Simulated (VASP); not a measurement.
# As (R-3m) in VASP: relaxation of cell and atoms with PBE

Aim: the relaxation of cell and atoms of As with PBE.

All numbers are computed with VASP 6.6.1; they aren't measurements. Logs are shortened: lines on timing, memory, paths and dates and some standing lists are left out, and cuts for length are marked.

### 1 The cell of the first run

Symmetry: R-3m, No. 166, trigonal system. The conventional cell has a = 3.610 Å, b = 3.610 Å, c = 34.279 Å, α = 90.00°, β = 90.00°, γ = 120.00°. As (site symmetry 3m) has 3 As at 2.51 Å within 3.3 Å. As (site symmetry 3m) has 3 As at 2.51 Å within 3.3 Å.

### 2 Relaxation of cell and atoms, PBE

Contents of INCAR:

```
SYSTEM = As
PREC     = Accurate       ! precision mode
ENCUT    = 600            ! plane-wave cutoff, eV
EDIFF    = 1E-6           ! SCF threshold, eV
ISMEAR   = 0              ! smearing method
SIGMA    = 0.02           ! smearing width, eV
LREAL    = .False.        ! projectors in reciprocal space
LASPH    = .True.         ! aspherical terms in the spheres
NELM     = 80             ! most SCF steps
ALGO     = Normal         ! electronic algorithm
ISIF     = 3              ! what is computed and relaxed
LWAVE    = .False.        ! write WAVECAR
LCHARG   = .False.        ! write CHGCAR
GGA      = PE             ! functional
IBRION   = 2              ! ionic algorithm
NSW      = 100            ! ionic steps
EDIFFG   = -0.01          ! ionic threshold
```

Contents of KPOINTS:

```
regular mesh
0
Gamma
  9 9 9
  0 0 0
```

Contents of POSCAR:

```
As
1.0
    1.8050605484      1.0421521935     11.4263329869
   -1.8050605484      1.0421521935     11.4263329869
    0.0000000000     -2.0843043870     11.4263329869
As
4
Direct
    0.0682070465      0.0682070465      0.0682070465
    0.9317929535      0.9317929535      0.9317929535
    0.2245718719      0.2245718719      0.2245718719
    0.7754281281      0.7754281281      0.7754281281
```

Potentials or basis: VASP PAW PBE potentials, release 64 (As).

On the command line:

```
cat potpaw_PBE.64/As/POTCAR > POTCAR
mpirun -np 1 vasp_std > vasp.out
```

OUTCAR:

```text
SYSTEM = As
   PREC = Accurate
   ENCUT = 600
   EDIFF = 1E-6
   ISMEAR = 0
   LREAL = .False.
   LASPH = .True.
   NELM = 80
   ISIF = 3
   GGA = PE
   IBRION = 2
   NSW = 100
   EDIFFG = -0.01

 ion  position               nearest neighbor table
   1  0.068  0.068  0.068-   4 2.51   4 2.51   4 2.51
   2  0.932  0.932  0.932-   3 2.51   3 2.51   3 2.51
   3  0.225  0.225  0.225-   2 2.51   2 2.51   2 2.51
   4  0.775  0.775  0.775-   1 2.51   1 2.51   1 2.51

  LATTYP: Found a trigonal (rhomboedric) cell.
 ALAT       =    11.6148788330
 COS(alpha) =     0.9516958797

  Lattice vectors:

 A1 = (   1.8050605484,   1.0421521935,  11.4263329869)
 A2 = (  -1.8050605484,   1.0421521935,  11.4263329869)
 A3 = (   0.0000000000,  -2.0843043870,  11.4263329869)

Analysis of symmetry for initial positions (statically):
=====================================================================
 Subroutine PRICEL returns:
 Original cell was already a primitive cell.

 Routine SETGRP: Setting up the symmetry group for a
 trigonal (rhombohedral) supercell.

 Subroutine GETGRP returns: Found 12 space group operations
 (whereof 12 operations were pure point group operations)
 out of a pool of 12 trial point group operations.

The static configuration has the point symmetry D_3d.

Analysis of symmetry for dynamics (positions and initial velocities):
=====================================================================
 Subroutine PRICEL returns:
 Original cell was already a primitive cell.

 Routine SETGRP: Setting up the symmetry group for a
 trigonal (rhombohedral) supercell.

 Subroutine GETGRP returns: Found 12 space group operations
 (whereof 12 operations were pure point group operations)
 out of a pool of 12 trial point group operations.

The dynamic configuration has the point symmetry D_3d.

 Subroutine INISYM returns: Found 12 space group operations
 (whereof 12 operations are pure point group operations),
 and found     1 'primitive' translations

----------------------------------------------------------------------------------------

                                     Primitive cell

  volume of cell :     128.9677

  direct lattice vectors                    reciprocal lattice vectors
     1.805060548  1.042152193 11.426332987     0.276999018  0.159925458  0.029172380
    -1.805060548  1.042152193 11.426332987    -0.276999018  0.159925458  0.029172380
     0.000000000 -2.084304387 11.426332987     0.000000000 -0.319850916  0.029172380

  length of vectors
    11.614878833 11.614878833 11.614878833     0.321178511  0.321178511  0.321178511

  position of ions in fractional coordinates (direct lattice)
     0.068207046  0.068207046  0.068207046
     0.931792954  0.931792954  0.931792954
     0.224571872  0.224571872  0.224571872
     0.775428128  0.775428128  0.775428128

  ion indices of the primitive-cell ions
   primitive index   ion index
                 1           1
                 2           2
                 3           3
                 4           4

----------------------------------------------------------------------------------------

 KPOINTS: regular mesh

Automatic generation of k-mesh.
 Grid dimensions read from file:
 generate k-points for:    9    9    9

 Generating k-lattice:

  Cartesian coordinates                     Fractional coordinates (reciprocal lattice)
     0.030777669  0.017769495  0.003241376     0.111111111  0.000000000 -0.000000000
    -0.030777669  0.017769495  0.003241376     0.000000000  0.111111111 -0.000000000
     0.000000000 -0.035538991  0.003241376    -0.000000000 -0.000000000  0.111111111

  Length of vectors
     0.035686501  0.035686501  0.035686501

  Shift w.r.t. Gamma in fractional coordinates (k-lattice)
     0.000000000  0.000000000  0.000000000

 Subroutine IBZKPT returns following result:
 ===========================================

 Found     85 irreducible k-points:

 Following reciprocal coordinates:
            Coordinates               Weight
  0.000000  0.000000  0.000000      1.000000
  0.111111  0.000000 -0.000000      6.000000
  0.222222  0.000000  0.000000      6.000000
  0.333333  0.000000 -0.000000      6.000000
  0.444444  0.000000  0.000000      6.000000
  0.111111  0.111111 -0.000000      6.000000
[... 16 lines left out ...]
 -0.333333  0.333333  0.000000      6.000000
  0.444444  0.444444  0.000000      6.000000
 [... further k-points ...]
   k-points           NKPTS =     85   k-points in BZ     NKDIM =     85   number of bands    NBANDS=     14
   number of dos      NEDOS =    301   number of ions     NIONS =      4
   total plane-waves  NPLWV = 884736
   dimension x,y,z NGX =    96 NGY =   96 NGZ =   96
   dimension x,y,z NGXF=   192 NGYF=  192 NGZF=  192
   ions per type =               4
   NGX,Y,Z   is equivalent  to a cutoff of  13.74, 13.74, 13.74 a.u.
   NGXF,Y,Z  is equivalent  to a cutoff of  27.48, 27.48, 27.48 a.u.
 SYSTEM =  As
   PREC   = accura    normal or accurate (medium, high low for compatibility)
   ISTART =      0    job   : 0-new  1-cont  2-samecut
   ICHARG =      2    charge: 1-file 2-atom 10-const
   ISPIN  =      1    spin polarized calculation?
   LNONCOLLINEAR =      F non collinear calculations
   LSORBIT =      F    spin-orbit coupling
   LASPH  =      T    aspherical Exc in radial PAW
   ENCUT  =  600.0 eV  44.10 Ry    6.64 a.u.  23.20 23.20 23.20*2*pi/ulx,y,z
   NELM   =     80;   NELMIN=  2; NELMDL= -5     # of ELM steps
   EDIFF  = 0.1E-05   stopping-criterion for ELM
   LREAL  =      F    real-space projection
   EDIFFG = -.1E-01   stopping-criterion for IOM
   NSW    =    100    number of steps for IOM
   IBRION =      2    ionic relax: 0-MD 1-quasi-New 2-CG
   NFREE  =      1    steps in history (QN), initial steepest desc. (CG)
   ISIF   =      3    stress and relaxation
   ISYM   =      2    0-nonsym 1-usesym 2-fastsym
   POTIM  = 0.5000    time-step for ionic-motion
   TEBEG  =    0.0;   TEEND  =   0.0 temperature during run
   PSTRESS=    0.0 pullay stress
   NELECT =      20.0000    total number of electrons
   NUPDOWN=      -1.0000    fix difference up-down
   EMIN   =  10.00;   EMAX   =-10.00  energy-range for DOS
   EFERMI =   0.00;   METHOD = LEGACY
   ISMEAR =     0;   SIGMA  =   0.02  broadening in eV -4-tet -1-fermi 0-gaus
   EFERMI_NEDOS =   21; number of points for ismear=-14 and -15
   IALGO  =     38    algorithm
   IMIX   =      4    mixing-type and parameters
     AMIX     =   0.40;   BMIX     =  1.00
     AMIX_MAG =   1.60;   BMIX_MAG =  1.00
  volume/ion in A,a.u.               =      32.24       217.58
  Fermi-wavevector in a.u.,A,eV,Ry     =   0.879544  1.662098 10.525447  0.773599
  Thomas-Fermi vector in A             =   1.999783
   LORBIT       =      0    0 simple, 1 ext, 2 COOP (PROOUT), +10 PAW based schemes
   GGA     = PE    functional components
   LHFCALC =     F    Hartree Fock is set to
   AEXX    =    0.0000 exact exchange contribution
   IVDW    =     0    specifies the selected vdW correction
   LEPSILON=     F    determine dielectric tensor
   LRPA    =     F    only Hartree local field effects (RPA)
 conjugate gradient relaxation of ions
 non-spin polarized calculation
 Gauss-broadening in eV      SIGMA  =   0.02
  energy-cutoff  :      600.00
  volume of cell :      128.97
 maximum number of plane-waves:      4327
 NGX is ok and might be reduce to    96
   NGX = 47   NGY = 47   NGZ = 47

--------------------------------------- Ionic step        1  -------------------------------------------

 number of electron      20.0000000 magnetization

 Free energy of the ion-electron system (eV)
  ---------------------------------------------------
  ext. energy  EPLUGINS =         0.00000000
  ---------------------------------------------------
  free energy    TOTEN  =       -18.67299993 eV

  energy without entropy =      -18.67299993  energy(sigma->0) =      -18.67299993

------------------------ aborting loop because EDIFF is reached ----------------------------------------

  FORCE on cell =-STRESS in cart. coord.  units (eV):
  Direction    XX          YY          ZZ          XY          YZ          ZX
  --------------------------------------------------------------------------------------
  -------------------------------------------------------------------------------------
  Total        0.1577445      0.1577445      0.2454719      0.0000000      0.0000000      0.0000000
  in kB        1.9596734      1.9596734      3.0495189      0.0000000      0.0000000      0.0000000
  external PRESSURE =       2.3229552 kB  Pullay stress =       0.0000000 kB
[... 61 lines left out ...]
  energy  without entropy=      -18.6728171035  energy(sigma->0) =      -18.67281710

--------------------------------------- Ionic step        3  -------------------------------------------

 number of electron      20.0000000 magnetization

 Free energy of the ion-electron system (eV)
  ---------------------------------------------------
  ext. energy  EPLUGINS =         0.00000000
  ---------------------------------------------------
  free energy    TOTEN  =       -18.67357691 eV

  energy without entropy =      -18.67357691  energy(sigma->0) =      -18.67357691

 E-fermi :   1.4937     XC(G=0):  -7.7599

 val. band max:        1.3857033953   @ k =   0.1111   0.0000  -0.0000
 cond. band min:       2.4506849804   @ k =   0.3333   0.3333  -0.0000
 fundamental gap:      1.0649815851
 Fermi energy:         1.4937090977

 k-point     1 :       0.0000    0.0000    0.0000
  band No.  band energies     occupation
      1     -12.2762      2.00000
      2     -12.2448      2.00000
      3      -6.1401      2.00000
      4      -5.8479      2.00000
      5       0.0332      2.00000
      6       1.1500      2.00000
      7       1.1500      2.00000
      8       1.1613      2.00000
      9       1.1613      2.00000
     10       1.3712      2.00000
     11       2.8222      0.00000
     12       3.4005      0.00000
     13       4.6415      0.00000
     14       4.6482      0.00000
[... 375 lines left out ...]
 k-point    24 :       0.4444    0.4444    0.0000
  band No.  band energies     occupation
      1     -10.0467      2.00000
      2     -10.0299      2.00000
      3      -7.7186      2.00000
      4      -7.7049      2.00000
      5      -2.3807      2.00000
      6      -2.2020      2.00000
      7      -0.6796      2.00000
      8      -0.6503      2.00000
      9      -0.3646      2.00000
     10      -0.1393      2.00000
     11       2.8133      0.00000
     12       3.2113      0.00000
     13       4.2179      0.00000
     14       4.7334      0.00000

 [... further k-points ...]

------------------------ aborting loop because EDIFF is reached ----------------------------------------

  FORCE on cell =-STRESS in cart. coord.  units (eV):
  Direction    XX          YY          ZZ          XY          YZ          ZX
  --------------------------------------------------------------------------------------
  -------------------------------------------------------------------------------------
  Total       -0.0008128     -0.0008128      0.0080834      0.0000000      0.0000000      0.0000000
  in kB       -0.0100664     -0.0100664      0.1001071      0.0000000      0.0000000      0.0000000
  external PRESSURE =       0.0266581 kB  Pullay stress =       0.0000000 kB
[... 19 lines left out ...]
  FREE ENERGIE OF THE ION-ELECTRON SYSTEM (eV)
  ---------------------------------------------------
  free  energy   TOTEN  =       -18.6735769112 eV

  energy  without entropy=      -18.6735769112  energy(sigma->0) =      -18.67357691

 reached required accuracy - stopping structural energy minimisation
```

Run time: 69 min. Hardware: 1 thread of Intel Xeon Platinum 8488C (Sapphire Rapids), shared host; peak memory 1.5 GiB.

What came out:

- Free energy: -18.6736 eV
- Relaxed volume: 32.34 Å³/atom
- Relaxed cell: a = 11.631 Å, b = 11.631 Å, c = 11.631 Å, α = 17.87°, β = 17.87°, γ = 17.87°
- Space group after relaxing (to 0.1 Å): R-3m (No. 166)
- Energy gained by relaxing: 0.1 meV/atom
- Ionic steps: 3
- Pressure after relaxing: 0.0 GPa
- Largest force after relaxing: 0.003 eV/Å
- Band gap on the k mesh: 1.06 eV (least direct gap 1.45 eV)

Forces on the atoms (eV/Å):
```
As   0.000  0.000  0.003
As   0.000  0.000 -0.003
As   0.000  0.000  0.000
As   0.000  0.000  0.000
```

Step by step:
```tsv
step	energy change (eV)	largest force (eV/Å)	pressure (GPa)	volume (Å³)
1	0.0000	0.0803	0.23	128.97
2	0.0002	0.0951	-0.25	129.84
3	-0.0006	0.0031	0.00	129.37
```

Final structure:
```
As
1.0
     1.80665    1.04307   11.44196
    -1.80665    1.04307   11.44196
     0.00000   -2.08614   11.44196
As
4
Cartesian
  0.0000 0.0000 2.3395
  0.0000 0.0000 31.9863
  0.0000 0.0000 7.7068
  0.0000 0.0000 26.6190
```

A k mesh can miss the band edges.
